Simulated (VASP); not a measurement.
# Be (P2_1/m) in VASP: notebook

Be is run at these levels: PBE+D3(BJ); tasks: single point.

All numbers are computed with VASP 6.6.1; they aren't measurements. Logs are shortened: lines on timing, memory, paths and dates and some standing lists are left out, and cuts for length are marked.

### 1 The cell of the first run

The structure is monoclinic, space group P2_1/m (No. 11). The conventional cell has a = 2.214 Å, b = 3.500 Å, c = 2.214 Å, α = 90.00°, β = 120.00°, γ = 90.00°. Within 2.8 Å of Be (site symmetry m) lie 12 Be at 2.08 to 2.27 Å.

### 2 Single point, PBE+D3(BJ) (atoms displaced along several vibrational modes)

Contents of INCAR:

```
  PREC = Accurate
  ENCUT = 520
  EDIFF = 1E-7
  ISMEAR = 0
  SIGMA = 0.15
  LREAL = F
  LASPH = T
  NELM = 100
  ALGO = Fast
  ISIF = 2
  LWAVE = F
  LCHARG = F
  GGA = PE
  IVDW = 12
  NBANDS = 9
```

Contents of KPOINTS:

```
Automatic mesh
0
Gamma
  24 24 12
```

Contents of POSCAR:

```
Be
1.0
    2.2141966284      0.0000000000      0.0000000000
   -1.1070983142      1.9175505292      0.0000000000
    0.0000000000      0.0000000000      3.5001053904
Be
2
Direct
    0.2914671328      0.6666666667      0.2500000000
    0.7085328672      0.3333333333      0.7500000000
```

Potentials or basis: VASP PAW PBE potentials, release 64 (Be).

Started as:

```
$ cat potpaw_PBE.64/Be/POTCAR > POTCAR
$ mpirun -np 1 vasp_std > vasp.out
```

OUTCAR:

```text
PREC = Accurate
   ENCUT = 520
   EDIFF = 1E-7
   ISMEAR = 0
   LREAL = F
   LASPH = T
   NELM = 100
   ISIF = 2
   GGA = PE
   IVDW = 12
 IVDW          = 12

 ion  position               nearest neighbor table
   1  0.291  0.667  0.250-   2 2.08   2 2.08   2 2.18   2 2.18   2 2.27   2 2.27
   2  0.709  0.333  0.750-   1 2.08   1 2.08   1 2.18   1 2.18   1 2.27   1 2.27

  LATTYP: Found a hexagonal cell.
 ALAT       =     2.2141966284
 C/A-ratio  =     1.5807563545

  Lattice vectors:

 A1 = (   2.2141966284,   0.0000000000,   0.0000000000)
 A2 = (  -1.1070983142,   1.9175505292,   0.0000000000)
 A3 = (   0.0000000000,   0.0000000000,   3.5001053904)

Analysis of symmetry for initial positions (statically):
=====================================================================
 Subroutine PRICEL returns:
 Original cell was already a primitive cell.

 Routine SETGRP: Setting up the symmetry group for a
 hexagonal supercell.

 Subroutine GETGRP returns: Found  4 space group operations
 (whereof  2 operations were pure point group operations)
 out of a pool of 24 trial point group operations.

The static configuration has the point symmetry S_2 .
 The point group associated with its full space group is C_2h.

Analysis of symmetry for dynamics (positions and initial velocities):
=====================================================================
 Subroutine PRICEL returns:
 Original cell was already a primitive cell.

 Routine SETGRP: Setting up the symmetry group for a
 hexagonal supercell.

 Subroutine GETGRP returns: Found  4 space group operations
 (whereof  2 operations were pure point group operations)
 out of a pool of 24 trial point group operations.

The dynamic configuration has the point symmetry S_2 .
 The point group associated with its full space group is C_2h.

 Subroutine INISYM returns: Found  4 space group operations
 (whereof  2 operations are pure point group operations),
 and found     1 'primitive' translations

----------------------------------------------------------------------------------------

                                     Primitive cell

  volume of cell :      14.8609

  direct lattice vectors                    reciprocal lattice vectors
     2.214196628  0.000000000  0.000000000     0.451631073  0.260749322  0.000000000
    -1.107098314  1.917550529  0.000000000     0.000000000  0.521498644  0.000000000
     0.000000000  0.000000000  3.500105390     0.000000000  0.000000000  0.285705683

  length of vectors
     2.214196628  2.214196628  3.500105390     0.521498644  0.521498644  0.285705683

  position of ions in fractional coordinates (direct lattice)
     0.291467133  0.666666667  0.250000000
     0.708532867  0.333333333  0.750000000

  ion indices of the primitive-cell ions
   primitive index   ion index
                 1           1
                 2           2

----------------------------------------------------------------------------------------

 KPOINTS: Automatic mesh

Automatic generation of k-mesh.
 Grid dimensions read from file:
 generate k-points for:   24   24   12

 Generating k-lattice:

  Cartesian coordinates                     Fractional coordinates (reciprocal lattice)
     0.018817961  0.010864555  0.000000000     0.041666667  0.000000000  0.000000000
     0.000000000  0.021729110  0.000000000     0.000000000  0.041666667  0.000000000
     0.000000000  0.000000000  0.023808807     0.000000000  0.000000000  0.083333333

  Length of vectors
     0.021729110  0.021729110  0.023808807

  Shift w.r.t. Gamma in fractional coordinates (k-lattice)
     0.000000000  0.000000000  0.000000000

 Subroutine IBZKPT returns following result:
 ===========================================

 Found   2030 irreducible k-points:

 Following reciprocal coordinates:
            Coordinates               Weight
  0.000000  0.000000  0.000000      1.000000
  0.041667  0.000000  0.000000      2.000000
  0.000000  0.041667  0.000000      2.000000
 -0.041667  0.041667  0.000000      2.000000
  0.083333  0.000000  0.000000      2.000000
  0.000000  0.083333  0.000000      2.000000
[... 16 lines left out ...]
  0.333333  0.000000  0.000000      2.000000
  0.000000  0.333333  0.000000      2.000000
 [... further k-points ...]
   k-points           NKPTS =   2030   k-points in BZ     NKDIM =   2030   number of bands    NBANDS=      9
   number of dos      NEDOS =    301   number of ions     NIONS =      2
   total plane-waves  NPLWV =   7168
   dimension x,y,z NGX =    16 NGY =   16 NGZ =   28
   dimension x,y,z NGXF=    32 NGYF=   32 NGZF=   56
   ions per type =               2
   NGX,Y,Z   is equivalent  to a cutoff of  12.01, 12.01, 13.30 a.u.
   NGXF,Y,Z  is equivalent  to a cutoff of  24.03, 24.03, 26.60 a.u.
 SYSTEM =  unknown system
   PREC   = accura    normal or accurate (medium, high low for compatibility)
   ISTART =      0    job   : 0-new  1-cont  2-samecut
   ICHARG =      2    charge: 1-file 2-atom 10-const
   ISPIN  =      1    spin polarized calculation?
   LNONCOLLINEAR =      F non collinear calculations
   LSORBIT =      F    spin-orbit coupling
   LASPH  =      T    aspherical Exc in radial PAW
   ENCUT  =  520.0 eV  38.22 Ry    6.18 a.u.   4.12  4.12  6.51*2*pi/ulx,y,z
   NELM   =    100;   NELMIN=  2; NELMDL= -5     # of ELM steps
   EDIFF  = 0.1E-06   stopping-criterion for ELM
   LREAL  =      F    real-space projection
   EDIFFG = 0.1E-05   stopping-criterion for IOM
   NSW    =      0    number of steps for IOM
   IBRION =     -1    ionic relax: 0-MD 1-quasi-New 2-CG
   NFREE  =      0    steps in history (QN), initial steepest desc. (CG)
   ISIF   =      2    stress and relaxation
   ISYM   =      2    0-nonsym 1-usesym 2-fastsym
   POTIM  = 0.5000    time-step for ionic-motion
   TEBEG  =    0.0;   TEEND  =   0.0 temperature during run
   PSTRESS=    0.0 pullay stress
   NELECT =       4.0000    total number of electrons
   NUPDOWN=      -1.0000    fix difference up-down
   EMIN   =  10.00;   EMAX   =-10.00  energy-range for DOS
   EFERMI =   0.00;   METHOD = LEGACY
   ISMEAR =     0;   SIGMA  =   0.15  broadening in eV -4-tet -1-fermi 0-gaus
   EFERMI_NEDOS =   21; number of points for ismear=-14 and -15
   IALGO  =     68    algorithm
   IMIX   =      4    mixing-type and parameters
     AMIX     =   0.40;   BMIX     =  1.00
     AMIX_MAG =   1.60;   BMIX_MAG =  1.00
  volume/ion in A,a.u.               =       7.43        50.14
  Fermi-wavevector in a.u.,A,eV,Ry     =   1.057012  1.997464 15.201455  1.117275
  Thomas-Fermi vector in A             =   2.192270
   LORBIT       =      0    0 simple, 1 ext, 2 COOP (PROOUT), +10 PAW based schemes
   GGA     = PE    functional components
   LHFCALC =     F    Hartree Fock is set to
   AEXX    =    0.0000 exact exchange contribution
   IVDW    =    12    specifies the selected vdW correction
   LEPSILON=     F    determine dielectric tensor
   LRPA    =     F    only Hartree local field effects (RPA)
 non-spin polarized calculation
 RMM-DIIS sequential band-by-band and
 Gauss-broadening in eV      SIGMA  =   0.15
  energy-cutoff  :      520.00
  volume of cell :       14.86
 maximum number of plane-waves:       418
   NGX =  9   NGY =  9   NGZ = 13

 number of electron       4.0000000 magnetization

 Free energy of the ion-electron system (eV)
  ---------------------------------------------------
  ext. energy  EPLUGINS =         0.00000000
  ---------------------------------------------------
  free energy    TOTEN  =        -7.44148269 eV

  energy without entropy =       -7.43969816  energy(sigma->0) =       -7.44059042

 E-fermi :   7.5907     XC(G=0): -10.8111

 val. band max:        7.5839578201   @ k =  -0.3750  -0.2917  -0.3333
 cond. band min:       7.5920094188   @ k =   0.3750   0.3333   0.4167
 fundamental gap:      0.0080515987
 Fermi energy:         7.5906755042

 k-point     1 :       0.0000    0.0000    0.0000
  band No.  band energies     occupation
      1      -4.1485      2.00000
      2       2.8215      2.00000
      3       8.8113      0.00000
      4      23.9181      0.00000
      5      25.1953      0.00000
      6      26.3663      0.00000
      7      28.3087      0.00000
      8      29.5244      0.00000
      9      35.5365      0.00000

 k-point     2 :       0.0417    0.0000    0.0000
  band No.  band energies     occupation
      1      -4.0975      2.00000
      2       2.8903      2.00000
      3       8.8217      0.00000
      4      23.5731      0.00000
      5      24.6123      0.00000
      6      26.7206      0.00000
      7      28.2865      0.00000
      8      29.4095      0.00000
      9      33.9517      0.00000

 k-point     3 :       0.0000    0.0417    0.0000
  band No.  band energies     occupation
      1      -4.0974      2.00000
      2       2.8899      2.00000
      3       8.8240      0.00000
      4      23.5611      0.00000
      5      24.7193      0.00000
      6      26.4161      0.00000
      7      28.4549      0.00000
      8      29.4314      0.00000
      9      34.3554      0.00000

 k-point     4 :      -0.0417    0.0417    0.0000
  band No.  band energies     occupation
      1      -4.0973      2.00000
      2       2.8894      2.00000
      3       8.8272      0.00000
      4      23.6316      0.00000
      5      24.4849      0.00000
      6      26.6217      0.00000
      7      28.4046      0.00000
      8      29.4600      0.00000
      9      34.8182      0.00000
[... 205 lines left out ...]
 k-point    22 :      -0.2917    0.2917    0.0000
  band No.  band energies     occupation
      1      -1.6440      2.00000
      2       6.1003      2.00000
      3       8.9761      0.00000
      4      14.3554      0.00000
      5      19.0422      0.00000
      6      22.7791      0.00000
      7      23.4019      0.00000
      8      26.1324      0.00000
      9      29.2488      0.00000

 k-point    23 :       0.3333    0.0000    0.0000
  band No.  band energies     occupation
      1      -0.8690      2.00000
      2       7.2000      1.99977
      3       7.7383      0.16402
      4      14.9098      0.00000
      5      18.5863      0.00000
      6      19.9093      0.00000
      7      21.6576      0.00000
      8      25.5278      0.00000
      9      28.6127      0.00000

 k-point    24 :       0.0000    0.3333    0.0000
  band No.  band energies     occupation
      1      -0.8782      2.00000
      2       7.1451      1.99997
      3       8.0163      0.00006
      4      14.3209      0.00000
      5      18.7253      0.00000
      6      20.2645      0.00000
      7      21.7509      0.00000
      8      24.7112      0.00000
      9      30.0972      0.00000

 [... further k-points ...]

------------------------ aborting loop because EDIFF is reached ----------------------------------------

 Edisp (eV)   -0.75733

 E8    (eV) :    -0.2626

  FORCE on cell =-STRESS in cart. coord.  units (eV):
  Direction    XX          YY          ZZ          XY          YZ          ZX
  --------------------------------------------------------------------------------------
  -------------------------------------------------------------------------------------
  Total      -0.03573     0.06596     0.22836     0.53230     0.00000     0.00000
  in kB      -3.85255     7.11166    24.61977    57.38823     0.00000     0.00000
  external pressure =        9.29 kB  Pullay stress =        0.00 kB

 VOLUME and BASIS-vectors are now :
 -----------------------------------------------------------------------------
  energy-cutoff  :      520.00
  volume of cell :       14.86
      direct lattice vectors                 reciprocal lattice vectors
     2.214196628  0.000000000  0.000000000     0.451631073  0.260749322  0.000000000
    -1.107098314  1.917550529  0.000000000     0.000000000  0.521498644  0.000000000
     0.000000000  0.000000000  3.500105390     0.000000000  0.000000000  0.285705683

 POSITION                                       TOTAL-FORCE (eV/Angst)
 -----------------------------------------------------------------------------------
     -0.09270      1.27837      0.87503         0.704848      0.154583      0.000000
      1.19980      0.63918      2.62508        -0.704848     -0.154583     -0.000000
 -----------------------------------------------------------------------------------
    total drift:                               -0.000000     -0.000000      0.000000

  FREE ENERGIE OF THE ION-ELECTRON SYSTEM (eV)
  ---------------------------------------------------
  free  energy   TOTEN  =        -8.1988172901 eV

  energy  without entropy=       -8.1970327605  energy(sigma->0) =       -8.19792503
```

It took 2.3 min on 1 thread of Oxide Virtual Turin-like, shared host; peak memory 0.3 GiB.

What came out:

| Property | Result |
| --- | --- |
| Free energy | -8.1988 eV |
| Pressure | 0.9 GPa |
| Largest force | 0.722 eV/Å |
| Band gap on the k mesh | zero (bands 2 and 3 overlap by 2.22 eV) |
| Dispersion energy per atom | -0.379 eV |

Forces on the atoms (eV/Å):
```
Be   0.705  0.155  0.000
Be  -0.705 -0.155  0.000
```

Levels at points of the mesh, in eV from the Fermi level:
| k point | band 1 | band 2 | band 3 | band 4 | band 5 |
| --- | --- | --- | --- | --- | --- |
| (0.00, 0.00, 0.00) | -11.74 | -4.77 | 1.22 | 16.33 | 17.60 |
| (0.50, 0.00, 0.00) | -4.91 | -3.86 | 4.44 | 5.66 | 8.26 |
| (0.00, 0.50, 0.00) | -5.28 | -3.23 | 3.68 | 6.68 | 7.07 |
| (0.50, 0.50, 0.00) | -5.56 | -2.54 | 3.13 | 5.93 | 7.61 |
| (0.00, 0.00, 0.50) | -9.54 | -9.54 | 11.04 | 11.04 | 18.43 |
| (0.50, 0.00, 0.50) | -4.02 | -4.02 | 2.13 | 2.13 | 12.57 |
| (0.00, 0.50, 0.50) | -3.86 | -3.86 | 1.74 | 1.74 | 12.47 |
| (0.50, 0.50, 0.50) | -3.61 | -3.61 | 1.22 | 1.22 | 12.54 |

Caveat: the cell differs from its parent crystal (atoms displaced along several vibrational modes).

(Part 1 of 2 ends here.)
